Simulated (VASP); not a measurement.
**SiF: single point with PBE**

The system is SiF.

```
CELL_PARAMETERS angstrom
2.96677 0.00000 0.00000
0.00000 2.96677 0.00000
0.00000 0.00000 2.96677
ATOMIC_POSITIONS crystal
Si 0.50000 0.50000 0.50000
F 0.00000 0.00000 0.00000
```

```json
{"Program": "VASP 6.6.1", "Task": "single point", "Functional": "PBE", "Potentials or basis": "VASP PAW PBE potentials, release 64 (Si, F)", "Cutoff": "520 eV", "k mesh": "9 × 9 × 9", "Occupations": "fermi-dirac, width 0.05 eV", "Spin": "no spin polarisation", "Dipole correction": "no", "Further INCAR settings": "ALGO = Normal; EDIFF = 1e-07; NBANDS = 12"}
```

The pressure is 5.2 GPa.

Levels at points of the mesh, in eV from the Fermi level:
```
           k point  band 2  band 3  band 4  band 5  band 6  band 7  band 8  band 9
(0.00, 0.00, 0.00)   -9.14   -5.57   -5.57   -5.57    5.51    5.51    5.51    5.70
```

It took 15 s on 1 thread of Intel Xeon 6975P-C, with other jobs on the host, peak memory 0.14 GiB.

Caveat: an odd number of electrons without spin polarisation forces a metal; a magnetic or distorted state may lie lower.
